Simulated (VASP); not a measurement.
# Mn (P6_3/mmc) in VASP: notebook, part 2 of 2

VASP 6.6.1. The steps go on from the part before.

### 4 Single point, PBE, collinear spin, ferromagnetic start

This run uses another cell than the first one, of 11.18 Å³/atom.

INCAR reads:

```
  PREC = Accurate
  ENCUT = 520
  EDIFF = 1E-6
  ISMEAR = -1
  SIGMA = 0.05
  LREAL = F
  LASPH = T
  NELM = 150
  ALGO = Normal
  ISIF = 2
  LWAVE = F
  LCHARG = T
  ISPIN = 2
  MAGMOM = 4 4
  LORBIT = 11
  LMAXMIX = 4
  GGA = PE
  LELF = T
  LVHAR = T
  NBANDS = 24
```

KPOINTS reads:

```
regular mesh
0
Gamma
  12 12 7
```

POSCAR reads:

```
Mn
1.0
    2.5163290681      0.0000000000      0.0000000000
   -1.2581645341      2.1792048973      0.0000000000
    0.0000000000      0.0000000000      4.0791773259
Mn
2
Direct
    0.3333333333      0.6666666667      0.2500000000
    0.6666666667      0.3333333333      0.7500000000
```

Potentials or basis: VASP PAW PBE potentials, release 64 (Mn_pv).

Started as:

```bash
cat potpaw_PBE.64/Mn_pv/POTCAR > POTCAR
mpirun -np 1 vasp_std > vasp.out
```

OUTCAR:

```text
PREC = Accurate
   ENCUT = 520
   EDIFF = 1E-6
   ISMEAR = -1
   LREAL = F
   LASPH = T
   NELM = 150
   ISIF = 2
   ISPIN = 2
   LORBIT = 11
   GGA = PE

 ion  position               nearest neighbor table
   1  0.333  0.667  0.250-   2 2.50   2 2.50   2 2.50   2 2.50   2 2.50   2 2.50
   2  0.667  0.333  0.750-   1 2.50   1 2.50   1 2.50   1 2.50   1 2.50   1 2.50

  LATTYP: Found a hexagonal cell.
 ALAT       =     2.5163290681
 C/A-ratio  =     1.6210826229

  Lattice vectors:

 A1 = (   2.5163290681,   0.0000000000,   0.0000000000)
 A2 = (  -1.2581645341,   2.1792048973,   0.0000000000)
 A3 = (   0.0000000000,   0.0000000000,   4.0791773259)

Analysis of symmetry for initial positions (statically):
=====================================================================
 Subroutine PRICEL returns:
 Original cell was already a primitive cell.

 Routine SETGRP: Setting up the symmetry group for a
 hexagonal supercell.

[... 849 lines left out ...]
      2     -37.8219      1.00000
      3     -37.8219      1.00000
      4     -37.7302      1.00000
      5     -37.7302      1.00000
      6     -37.7232      1.00000
[... 637 lines left out ...]
     23      29.8344      0.00000
     24      32.1868      0.00000

 [... further k-points ...]

------------------------ aborting loop because EDIFF is reached ----------------------------------------

  FORCE on cell =-STRESS in cart. coord.  units (eV):
  Direction    XX          YY          ZZ          XY          YZ          ZX
  --------------------------------------------------------------------------------------
  -------------------------------------------------------------------------------------
  Total       -1.5327032     -1.5327032     -1.5922901      0.0000000      0.0000000      0.0000000
  in kB     -109.7818571   -109.7818571   -114.0498464      0.0000000      0.0000000      0.0000000
  external PRESSURE =    -111.2045202 kB  Pullay stress =       0.0000000 kB

 VOLUME and BASIS-vectors are now :
 -----------------------------------------------------------------------------
  energy-cutoff  :      520.00
  volume of cell :       22.37
      direct lattice vectors                 reciprocal lattice vectors
     2.516329068  0.000000000  0.000000000     0.397404303  0.229441481  0.000000000
    -1.258164534  2.179204897  0.000000000     0.000000000  0.458882963  0.000000000
     0.000000000  0.000000000  4.079177326     0.000000000  0.000000000  0.245147470

 POSITION                                       TOTAL-FORCE (eV/Angst)
 -----------------------------------------------------------------------------------
     -0.00000      1.45280      1.01979        -0.000000      0.000000      0.000000
      1.25816      0.72640      3.05938         0.000000      0.000000      0.000000
 -----------------------------------------------------------------------------------
    total drift:                               -0.000000      0.000000     -0.000000

  FREE ENERGIE OF THE ION-ELECTRON SYSTEM (eV)
  ---------------------------------------------------
  free  energy   TOTEN  =       -17.8648005797 eV

  energy  without entropy=      -17.8412711295  energy(sigma->0) =      -17.85303585

 total charge

# of ion       s       p       d       tot
------------------------------------------
    1        0.411   6.375   5.120  11.907
    2        0.411   6.375   5.120  11.907
--------------------------------------------------
tot          0.822  12.750  10.241  23.813

 magnetization (x)

# of ion       s       p       d       tot
------------------------------------------
    1       -0.000   0.000   0.000   0.000
    2       -0.000   0.000   0.000   0.000
--------------------------------------------------
tot         -0.000   0.000   0.000   0.000
```

OSZICAR:

```text
N       E                     dE             d eps       ncg     rms          rms(c)
DAV:   1     0.252832338294E+03    0.25283E+03   -0.14978E+04  7432   0.154E+03
DAV:   2    -0.770585906775E+01   -0.26054E+03   -0.24834E+03  7440   0.404E+02
DAV:   3    -0.177598432200E+02   -0.10054E+02   -0.10000E+02  8280   0.891E+01
DAV:   4    -0.178430004123E+02   -0.83157E-01   -0.83153E-01  8064   0.804E+00
DAV:   5    -0.178442804953E+02   -0.12801E-02   -0.12801E-02  8408   0.101E+00    0.243E+01
DAV:   6    -0.172617574167E+02    0.58252E+00   -0.62189E+00  7712   0.347E+01    0.590E+00
DAV:   7    -0.176791030242E+02   -0.41735E+00   -0.25482E-01  7832   0.481E+00    0.506E+00
DAV:   8    -0.177842019568E+02   -0.10510E+00   -0.19028E-02  7952   0.175E+00    0.272E+00
DAV:   9    -0.178616125695E+02   -0.77411E-01   -0.76215E-02  7848   0.287E+00    0.781E-01
DAV:  10    -0.178646806674E+02   -0.30681E-02   -0.13456E-02  7992   0.120E+00    0.220E-01
DAV:  11    -0.178648077340E+02   -0.12707E-03   -0.46471E-04  7816   0.213E-01    0.147E-01
DAV:  12    -0.178647946213E+02    0.13113E-04   -0.51419E-05  8288   0.631E-02    0.382E-02
DAV:  13    -0.178648020567E+02   -0.74355E-05   -0.15433E-05  7552   0.295E-02    0.145E-02
DAV:  14    -0.178648002224E+02    0.18343E-05   -0.55753E-06  7280   0.217E-02    0.346E-03
DAV:  15    -0.178648005797E+02   -0.35729E-06   -0.54799E-07  3800   0.595E-03
   1 F= -.17864801E+02 E0= -.17853036E+02  d E =-.235295E-01  mag=     0.0001
```

It took 42 s on 1 thread of AMD EPYC 9R45 (Zen 5), shared host; peak memory 0.15 GiB.

Results:

| Property | Result |
| --- | --- |
| Free energy | -17.8648 eV |
| Pressure | -11.1 GPa |
| Band gap on the k mesh | zero (filled and empty bands overlap) |
| Net moment | 0.00 μB per cell |
| Valence electrons inside the program's atomic spheres | Mn 11.91 |

Stress tensor (GPa, compression positive):
```
-10.98   0.00   0.00
  0.00 -10.98   0.00
  0.00   0.00 -11.40
```

Caveat: the cell stands under tension.

### 5 Single point, PBEsol, collinear spin, ferromagnetic start

This run uses another cell than the first one, of 11.18 Å³/atom.

INCAR reads:

```
PREC = Accurate
ENCUT = 520
EDIFF = 1E-6
ISMEAR = -1
SIGMA = 0.05
LREAL = False
LASPH = True
NELM = 150
ALGO = Normal
ISIF = 2
LWAVE = False
LCHARG = False
ISPIN = 2
MAGMOM = 4 4
LORBIT = 11
LMAXMIX = 4
GGA = PS
NBANDS = 24
```

KPOINTS reads:

```
Automatic mesh
0
Gamma
  12 12 7
```

POSCAR is that of step 4.

Potentials or basis: VASP PAW PBE potentials, release 64 (Mn_pv).

Started as:

```bash
cat potpaw_PBE.64/Mn_pv/POTCAR > POTCAR
mpirun -np 1 vasp_std > vasp.out
```

OUTCAR:

```text
PREC = Accurate
   ENCUT = 520
   EDIFF = 1E-6
   ISMEAR = -1
   LREAL = False
   LASPH = True
   NELM = 150
   ISIF = 2
   ISPIN = 2
   LORBIT = 11
   GGA = PS

 ion  position               nearest neighbor table
   1  0.333  0.667  0.250-   2 2.50   2 2.50   2 2.50   2 2.50   2 2.50   2 2.50
   2  0.667  0.333  0.750-   1 2.50   1 2.50   1 2.50   1 2.50   1 2.50   1 2.50

  LATTYP: Found a hexagonal cell.
 ALAT       =     2.5163290681
 C/A-ratio  =     1.6210826229

  Lattice vectors:

 A1 = (   2.5163290681,   0.0000000000,   0.0000000000)
 A2 = (  -1.2581645341,   2.1792048973,   0.0000000000)
 A3 = (   0.0000000000,   0.0000000000,   4.0791773259)

Analysis of symmetry for initial positions (statically):
=====================================================================
 Subroutine PRICEL returns:
 Original cell was already a primitive cell.

 Routine SETGRP: Setting up the symmetry group for a
 hexagonal supercell.

 Subroutine GETGRP returns: Found 24 space group operations
 (whereof 12 operations were pure point group operations)
 out of a pool of 24 trial point group operations.

The static configuration has the point symmetry D_3d.
 The point group associated with its full space group is D_6h.

Analysis of symmetry for dynamics (positions and initial velocities):
=====================================================================
 Subroutine PRICEL returns:
 Original cell was already a primitive cell.

 Routine SETGRP: Setting up the symmetry group for a
 hexagonal supercell.

 Subroutine GETGRP returns: Found 24 space group operations
 (whereof 12 operations were pure point group operations)
 out of a pool of 24 trial point group operations.

The dynamic configuration has the point symmetry D_3d.
 The point group associated with its full space group is D_6h.

Analysis of structural, dynamic, and magnetic symmetry:
[... 155 lines left out ...]
  ---------------------------------------------------
  ext. energy  EPLUGINS =         0.00000000
  ---------------------------------------------------
  free energy    TOTEN  =       -19.30512022 eV

  energy without entropy =      -19.28173839  energy(sigma->0) =      -19.29342930

 E-fermi :   9.6367     XC(G=0): -13.9460

 val. band max:        9.6329067317   @ k =   0.4167   0.1667   0.2857
 cond. band min:       9.6461554428   @ k =   0.2500   0.0000   0.4286
 fundamental gap:      0.0132487111
 Fermi energy:         9.6366586321

 spin component 1

 k-point     1 :       0.0000    0.0000    0.0000
  band No.  band energies     occupation
      1     -38.4191      1.00000
      2     -37.8346      1.00000
      3     -37.8346      1.00000
      4     -37.7420      1.00000
      5     -37.7420      1.00000
      6     -37.7346      1.00000
[... 637 lines left out ...]
     23      29.6661      0.00000
     24      32.0157      0.00000

 [... further k-points ...]

 spin component 2

 k-point     1 :       0.0000    0.0000    0.0000
  band No.  band energies     occupation
      1     -38.4184      1.00000
      2     -37.8340      1.00000
      3     -37.8340      1.00000
      4     -37.7413      1.00000
      5     -37.7413      1.00000
      6     -37.7340      1.00000
[... 637 lines left out ...]
     23      29.6663      0.00000
     24      32.0158      0.00000

 [... further k-points ...]

------------------------ aborting loop because EDIFF is reached ----------------------------------------

  FORCE on cell =-STRESS in cart. coord.  units (eV):
  Direction    XX          YY          ZZ          XY          YZ          ZX
  --------------------------------------------------------------------------------------
  -------------------------------------------------------------------------------------
  Total       -2.8858195     -2.8858195     -2.9686848      0.0000000      0.0000000      0.0000000
  in kB     -206.7005645   -206.7005645   -212.6358995      0.0000000      0.0000000      0.0000000
  external PRESSURE =    -208.6790095 kB  Pullay stress =       0.0000000 kB

 VOLUME and BASIS-vectors are now :
 -----------------------------------------------------------------------------
  energy-cutoff  :      520.00
  volume of cell :       22.37
      direct lattice vectors                 reciprocal lattice vectors
     2.516329068  0.000000000  0.000000000     0.397404303  0.229441481  0.000000000
    -1.258164534  2.179204897  0.000000000     0.000000000  0.458882963  0.000000000
     0.000000000  0.000000000  4.079177326     0.000000000  0.000000000  0.245147470

 POSITION                                       TOTAL-FORCE (eV/Angst)
 -----------------------------------------------------------------------------------
     -0.00000      1.45280      1.01979        -0.000000      0.000000      0.000000
      1.25816      0.72640      3.05938         0.000000     -0.000000      0.000000
 -----------------------------------------------------------------------------------
    total drift:                               -0.000000      0.000000     -0.000000

  FREE ENERGIE OF THE ION-ELECTRON SYSTEM (eV)
  ---------------------------------------------------
  free  energy   TOTEN  =       -19.3051202188 eV

  energy  without entropy=      -19.2817383874  energy(sigma->0) =      -19.29342930

 total charge

# of ion       s       p       d       tot
------------------------------------------
    1        0.414   6.379   5.119  11.912
    2        0.414   6.379   5.119  11.912
--------------------------------------------------
tot          0.828  12.759  10.238  23.824

 magnetization (x)

# of ion       s       p       d       tot
------------------------------------------
    1       -0.000   0.000   0.000   0.000
    2       -0.000   0.000   0.000   0.000
--------------------------------------------------
tot         -0.000   0.000   0.001   0.001
```

Run time: 38 s. Hardware: 1 thread of AMD EPYC 9R45 (Zen 5), shared host; peak memory 0.15 GiB.

Results:

```yaml
Free_energy: -19.3051 eV
Pressure: -20.9 GPa
Band_gap_on_the_k_mesh: zero (filled and empty bands overlap)
Net_moment: 0.00 μB per cell
Valence_electrons_inside_the_program's_atomic_spheres: Mn 11.91
```

Caveat: the cell stands under tension; the PAW data sets were made with another functional, which shifts forces and pressure a little.
